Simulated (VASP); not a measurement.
# Au in VASP: relaxation of the atoms with PBE

Aim: the relaxation of the atoms of Au with PBE.

Everything below comes from runs of VASP 6.6.1. Logs are shortened: lines on timing, memory, paths and dates and some standing lists are left out, and cuts for length are marked.

## 1. The cell of the first run

The cell holds a slab with vacuum, 5 atoms: a = 2.940 Å, b = 2.940 Å, c = 24.602 Å, α = 90.00°, β = 90.00°, γ = 120.00°.

## 2. Relaxation of the atoms, PBE

Input file INCAR:

```
PREC     = Accurate       # precision mode
ENCUT    = 520            # plane-wave cutoff, eV
EDIFF    = 1E-6           # SCF threshold, eV
ISMEAR   = 0              # smearing method
SIGMA    = 0.1            # smearing width, eV
LREAL    = False          # projectors in reciprocal space
LASPH    = True           # aspherical terms in the spheres
NELM     = 80             # most SCF steps
ALGO     = Normal         # electronic algorithm
ISIF     = 2              # what is computed and relaxed
LWAVE    = False          # write WAVECAR
LCHARG   = False          # write CHGCAR
LDIPOL   = True         
IDIPOL   = 3            
DIPOL    = 0.5 0.5 0.500
GGA      = PE             # functional
IBRION   = 2              # ionic algorithm
NSW      = 80             # ionic steps
EDIFFG   = -0.02          # ionic threshold
```

Input file KPOINTS:

```
Automatic mesh
0
Gamma
  12 12 1
```

Input file POSCAR:

```
Au
1.0
    2.9400765671      0.0000000000      0.0000000000
   -1.4700382836      2.5461809962      0.0000000000
    0.0000000000      0.0000000000     24.6022498589
Au
5
Direct
    0.6666666667      0.3333333333      0.3048501679
    0.3333333333      0.6666666667      0.4024250839
    0.0000000000      0.0000000000      0.5000000000
    0.6666666667      0.3333333333      0.5975749161
    0.3333333333      0.6666666667      0.6951498321
```

Potentials or basis: VASP PAW PBE potentials, release 64 (Au).

The run is started by

```bash
$ cat potpaw_PBE.64/Au/POTCAR > POTCAR
$ mpirun -np 1 vasp_std > vasp.out
```

OUTCAR:

```text
PREC = Accurate
   ENCUT = 520
   EDIFF = 1E-6
   ISMEAR = 0
   LREAL = False
   LASPH = True
   NELM = 80
   ISIF = 2
   GGA = PE
   IBRION = 2
   NSW = 80
   EDIFFG = -0.02

 ion  position               nearest neighbor table
   1  0.667  0.333  0.305-   2 2.94   2 2.94   2 2.94
   2  0.333  0.667  0.402-   1 2.94   1 2.94   1 2.94   3 2.94   3 2.94   3 2.94
   3  0.000  0.000  0.500-   2 2.94   4 2.94   4 2.94   2 2.94   4 2.94   2 2.94
   4  0.667  0.333  0.598-   5 2.94   5 2.94   5 2.94   3 2.94   3 2.94   3 2.94
   5  0.333  0.667  0.695-   4 2.94   4 2.94   4 2.94

  LATTYP: Found a hexagonal cell.
 ALAT       =     2.9400765671
 C/A-ratio  =     8.3678942699

  Lattice vectors:

 A1 = (   2.9400765671,   0.0000000000,   0.0000000000)
 A2 = (  -1.4700382836,   2.5461809962,   0.0000000000)
 A3 = (   0.0000000000,   0.0000000000,  24.6022498589)

Analysis of symmetry for initial positions (statically):
=====================================================================
 Subroutine PRICEL returns:
 Original cell was already a primitive cell.

 Routine SETGRP: Setting up the symmetry group for a
 hexagonal supercell.

 Subroutine GETGRP returns: Found 12 space group operations
 (whereof 12 operations were pure point group operations)
 out of a pool of 24 trial point group operations.

The static configuration has the point symmetry D_3d.

Analysis of symmetry for dynamics (positions and initial velocities):
=====================================================================
 Subroutine PRICEL returns:
 Original cell was already a primitive cell.

 Routine SETGRP: Setting up the symmetry group for a
 hexagonal supercell.

 Subroutine GETGRP returns: Found 12 space group operations
 (whereof 12 operations were pure point group operations)
 out of a pool of 24 trial point group operations.

The dynamic configuration has the point symmetry D_3d.

 Subroutine INISYM returns: Found 12 space group operations
 (whereof 12 operations are pure point group operations),
 and found     1 'primitive' translations

----------------------------------------------------------------------------------------

                                     Primitive cell

  volume of cell :     184.1716

  direct lattice vectors                    reciprocal lattice vectors
     2.940076567  0.000000000  0.000000000     0.340127196  0.196372528  0.000000000
    -1.470038284  2.546180996  0.000000000     0.000000000  0.392745057  0.000000000
     0.000000000  0.000000000 24.602249859     0.000000000  0.000000000  0.040646689

  length of vectors
     2.940076567  2.940076567 24.602249859     0.392745057  0.392745057  0.040646689

  position of ions in fractional coordinates (direct lattice)
     0.666666667  0.333333333  0.304850168
     0.333333333  0.666666667  0.402425084
     0.000000000  0.000000000  0.500000000
     0.666666667  0.333333333  0.597574916
     0.333333333  0.666666667  0.695149832

  ion indices of the primitive-cell ions
   primitive index   ion index
                 1           1
                 2           2
                 3           3
                 4           4
                 5           5

----------------------------------------------------------------------------------------

 KPOINTS: Automatic mesh

Automatic generation of k-mesh.
 Grid dimensions read from file:
 generate k-points for:   12   12    1

 Generating k-lattice:

  Cartesian coordinates                     Fractional coordinates (reciprocal lattice)
     0.028343933  0.016364377  0.000000000     0.083333333  0.000000000  0.000000000
     0.000000000  0.032728755  0.000000000     0.000000000  0.083333333  0.000000000
     0.000000000  0.000000000  0.040646689     0.000000000  0.000000000  1.000000000

  Length of vectors
     0.032728755  0.032728755  0.040646689

  Shift w.r.t. Gamma in fractional coordinates (k-lattice)
     0.000000000  0.000000000  0.000000000

 Subroutine IBZKPT returns following result:
 ===========================================

 Found     19 irreducible k-points:

 Following reciprocal coordinates:
            Coordinates               Weight
  0.000000  0.000000  0.000000      1.000000
  0.083333 -0.000000  0.000000      6.000000
  0.166667 -0.000000  0.000000      6.000000
  0.250000 -0.000000  0.000000      6.000000
  0.333333  0.000000  0.000000      6.000000
  0.416667  0.000000  0.000000      6.000000
[... 11 lines left out ...]
  0.333333  0.250000  0.000000     12.000000
  0.333333  0.333333  0.000000      2.000000
   k-points           NKPTS =     19   k-points in BZ     NKDIM =     19   number of bands    NBANDS=     33
   number of dos      NEDOS =    301   number of ions     NIONS =      5
   total plane-waves  NPLWV = 110592
   dimension x,y,z NGX =    24 NGY =   24 NGZ =  192
   dimension x,y,z NGXF=    48 NGYF=   48 NGZF=  384
   ions per type =               5
   NGX,Y,Z   is equivalent  to a cutoff of  13.57, 13.57, 12.97 a.u.
   NGXF,Y,Z  is equivalent  to a cutoff of  27.14, 27.14, 25.95 a.u.
 SYSTEM =  unknown system
   PREC   = accura    normal or accurate (medium, high low for compatibility)
   ISTART =      0    job   : 0-new  1-cont  2-samecut
   ICHARG =      2    charge: 1-file 2-atom 10-const
   ISPIN  =      1    spin polarized calculation?
   LNONCOLLINEAR =      F non collinear calculations
   LSORBIT =      F    spin-orbit coupling
   LASPH  =      T    aspherical Exc in radial PAW
   ENCUT  =  520.0 eV  38.22 Ry    6.18 a.u.   5.47  5.47 45.74*2*pi/ulx,y,z
   NELM   =     80;   NELMIN=  2; NELMDL= -5     # of ELM steps
   EDIFF  = 0.1E-05   stopping-criterion for ELM
   LREAL  =      F    real-space projection
   EDIFFG = -.2E-01   stopping-criterion for IOM
   NSW    =     80    number of steps for IOM
   IBRION =      2    ionic relax: 0-MD 1-quasi-New 2-CG
   NFREE  =      1    steps in history (QN), initial steepest desc. (CG)
   ISIF   =      2    stress and relaxation
   ISYM   =      2    0-nonsym 1-usesym 2-fastsym
   POTIM  = 0.5000    time-step for ionic-motion
   TEBEG  =    0.0;   TEEND  =   0.0 temperature during run
   PSTRESS=    0.0 pullay stress
   NELECT =      55.0000    total number of electrons
   NUPDOWN=      -1.0000    fix difference up-down
   EMIN   =  10.00;   EMAX   =-10.00  energy-range for DOS
   EFERMI =   0.00;   METHOD = LEGACY
   ISMEAR =     0;   SIGMA  =   0.10  broadening in eV -4-tet -1-fermi 0-gaus
   EFERMI_NEDOS =   21; number of points for ismear=-14 and -15
   IALGO  =     38    algorithm
   IMIX   =      4    mixing-type and parameters
     AMIX     =   0.40;   BMIX     =  1.00
     AMIX_MAG =   1.60;   BMIX_MAG =  1.00
  volume/ion in A,a.u.               =      36.83       248.57
  Fermi-wavevector in a.u.,A,eV,Ry     =   1.094262  2.067856 16.291755  1.197410
  Thomas-Fermi vector in A             =   2.230564
   LORBIT       =      0    0 simple, 1 ext, 2 COOP (PROOUT), +10 PAW based schemes
   GGA     = PE    functional components
   LHFCALC =     F    Hartree Fock is set to
   AEXX    =    0.0000 exact exchange contribution
   IVDW    =     0    specifies the selected vdW correction
   LEPSILON=     F    determine dielectric tensor
   LRPA    =     F    only Hartree local field effects (RPA)
 conjugate gradient relaxation of ions
 non-spin polarized calculation
 Gauss-broadening in eV      SIGMA  =   0.10
  energy-cutoff  :      520.00
  volume of cell :      184.17
 maximum number of plane-waves:      5047
 NGX is ok and might be reduce to    24
   NGX = 11   NGY = 11   NGZ = 91

--------------------------------------- Ionic step        1  -------------------------------------------

 number of electron      54.9999993 magnetization

 Free energy of the ion-electron system (eV)
  ---------------------------------------------------
  ext. energy  EPLUGINS =         0.00000000
  ---------------------------------------------------
  free energy    TOTEN  =       -15.42663140 eV

  energy without entropy =      -15.41614007  energy(sigma->0) =      -15.42138573

------------------------ aborting loop because EDIFF is reached ----------------------------------------

  FORCE on cell =-STRESS in cart. coord.  units (eV):
  Direction    XX          YY          ZZ          XY          YZ          ZX
  --------------------------------------------------------------------------------------
  -------------------------------------------------------------------------------------
  Total       -2.5499047     -2.5499047      0.0024711      0.0000000      0.0000000      0.0000000
  in kB      -22.1825663    -22.1825663      0.0214968      0.0000000      0.0000000      0.0000000
  external PRESSURE =     -14.7812119 kB  Pullay stress =       0.0000000 kB
[... 26 lines left out ...]
--------------------------------------- Ionic step        2  -------------------------------------------

 number of electron      54.9999991 magnetization

 dipolmoment           0.000000      0.000000     -0.000000 electrons x Angstroem

------------------------ aborting loop because EDIFF is reached ----------------------------------------

  FORCE on cell =-STRESS in cart. coord.  units (eV):
  Direction    XX          YY          ZZ          XY          YZ          ZX
  --------------------------------------------------------------------------------------
  -------------------------------------------------------------------------------------
  Total       -2.5946719     -2.5946719     -0.0441893      0.0000000      0.0000000      0.0000000
  in kB      -22.5720133    -22.5720133     -0.3844192      0.0000000      0.0000000      0.0000000
  external PRESSURE =     -15.1761486 kB  Pullay stress =       0.0000000 kB
[... 26 lines left out ...]
--------------------------------------- Ionic step        3  -------------------------------------------

 number of electron      54.9999989 magnetization

 dipolmoment           0.000000      0.000000      0.000000 electrons x Angstroem

 Free energy of the ion-electron system (eV)
  ---------------------------------------------------
  ext. energy  EPLUGINS =         0.00000000
  ---------------------------------------------------
  free energy    TOTEN  =       -15.43137044 eV

  energy without entropy =      -15.42120638  energy(sigma->0) =      -15.42628841

 E-fermi :   1.4318     XC(G=0):  -6.7309

 val. band max:        1.3967046956   @ k =   0.4167   0.0833   0.0000
 cond. band min:       1.4492434634   @ k =   0.5000  -0.0000   0.0000
 fundamental gap:      0.0525387677
 Fermi energy:         1.4317650625

 k-point     1 :       0.0000    0.0000    0.0000
  band No.  band energies     occupation
      1      -7.4691      2.00000
      2      -6.6231      2.00000
      3      -5.6725      2.00000
      4      -5.1688      2.00000
      5      -5.1477      2.00000
      6      -2.9004      2.00000
[... 673 lines left out ...]
     32       6.4135      0.00000
     33       6.4135      0.00000

------------------------ aborting loop because EDIFF is reached ----------------------------------------

 vacuum level on the upper side and lower side of the slab       (xc-potential included)        -0.204        -0.204

  FORCE on cell =-STRESS in cart. coord.  units (eV):
  Direction    XX          YY          ZZ          XY          YZ          ZX
  --------------------------------------------------------------------------------------
  -------------------------------------------------------------------------------------
  Total       -2.6477121     -2.6477121     -0.0947592      0.0000000      0.0000000     -0.0000000
  in kB      -23.0334298    -23.0334298     -0.8243451      0.0000000      0.0000000     -0.0000000
  external PRESSURE =     -15.6304016 kB  Pullay stress =       0.0000000 kB
[... 20 lines left out ...]
  FREE ENERGIE OF THE ION-ELECTRON SYSTEM (eV)
  ---------------------------------------------------
  free  energy   TOTEN  =       -15.4313704375 eV

  energy  without entropy=      -15.4212063768  energy(sigma->0) =      -15.42628841

 reached required accuracy - stopping structural energy minimisation

 vacuum level on the upper side and lower side of the slab         6.486         6.486
```

It took 9.2 min on 1 thread of Intel Xeon 8259CL, shared host; peak memory 0.37 GiB.

Results:

| Item | Value |
| --- | --- |
| Free energy | -15.4314 eV |
| Energy gained by relaxing | 0.9 meV/atom |
| Ionic steps | 3 |
| Largest force after relaxing | 0.005 eV/Å |
| Band gap on the k mesh | zero (an odd number of electrons rules out a gap without spin polarisation) |

Forces in eV/Å, atoms in the order of the input:
```
Au   0.000  0.000  0.001
Au   0.000  0.000  0.005
Au   0.000  0.000  0.000
Au   0.000  0.000 -0.005
Au   0.000  0.000 -0.001
```

The path:
```
step  energy change (eV)  largest force (eV/Å)  pressure (GPa)
   1              0.0000                0.1758           -1.48
   2             -0.0031                0.1043           -1.52
   3             -0.0047                0.0053           -1.56
```

Final structure:
```
Au
1.0
     2.94008    0.00000    0.00000
    -1.47004    2.54618    0.00000
     0.00000    0.00000   24.60225
Au
5
Direct
  0.66667 0.33333 0.30440
  0.33333 0.66667 0.40326
  0.00000 0.00000 0.50000
  0.66667 0.33333 0.59674
  0.33333 0.66667 0.69560
```

Levels at points of the mesh, in eV from the Fermi level:
```csv
k point,band 24,band 25,band 26,band 27,band 28,band 29,band 30,band 31,band 32,band 33
"(0.00, 0.00, 0.00)",-2.44,-2.44,-2.08,-2.08,-1.85,-1.85,-0.74,0.29,4.37,5.13
"(0.50, 0.00, 0.00)",-1.42,-1.41,0.02,0.83,1.18,1.46,1.50,3.26,3.75,4.17
```

Caveat: spin-orbit coupling is left out, which moves the levels of the heavy elements.

The gap in the log of VASP goes by the Fermi energy; the results here count the filled bands.